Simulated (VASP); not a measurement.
Input of a VASP 6.6.1 run:

Contents of INCAR:

```
  PREC = Accurate
  ENCUT = 520
  EDIFF = 1E-7
  ISMEAR = 0
  SIGMA = 0.01
  LREAL = F
  LASPH = T
  NELM = 60
  ALGO = Normal
  ISIF = 2
  LWAVE = F
  LCHARG = F
  GGA = CA
  NBANDS = 25
```

Contents of KPOINTS:

```
Automatic mesh
0
Gamma
  6 6 8
```

POSCAR

```
SiO2
1.0
    4.1421949790      0.0000000000      0.0000000000
    0.0000000000      4.1421949790      0.0000000000
    0.0000000000      0.0000000000      2.6428023024
Si O
2 4
Direct
    0.0000000000      0.0000000000      0.0000000000
    0.5000000000      0.5000000000      0.5000000000
    0.3059000000      0.3059000000      0.0000000000
    0.1941000000      0.8059000000      0.5000000000
    0.6941000000      0.6941000000      0.0000000000
    0.8059000000      0.1941000000      0.5000000000
```

Potentials or basis: VASP PAW LDA potentials, release 64 (Si, O).

Command:

```bash
$ cat potpaw_LDA.64/Si/POTCAR potpaw_LDA.64/O/POTCAR > POTCAR
$ mpirun -np 1 vasp_std > vasp.out
```

**Question.** What does it give for the band gap on the k mesh?

**Answer.** 6.09 eV.

**Question.** Estimate the pressure.

**Answer.** 6.1 GPa.

Forces on the atoms (eV/Å):
```
Si   0.000  0.000  0.000
Si   0.000  0.000  0.000
O   -0.122 -0.122  0.000
O    0.122 -0.122  0.000
O    0.122  0.122  0.000
O   -0.122  0.122  0.000
```

Caveat: the cell stands under pressure. A k mesh can miss the band edges.
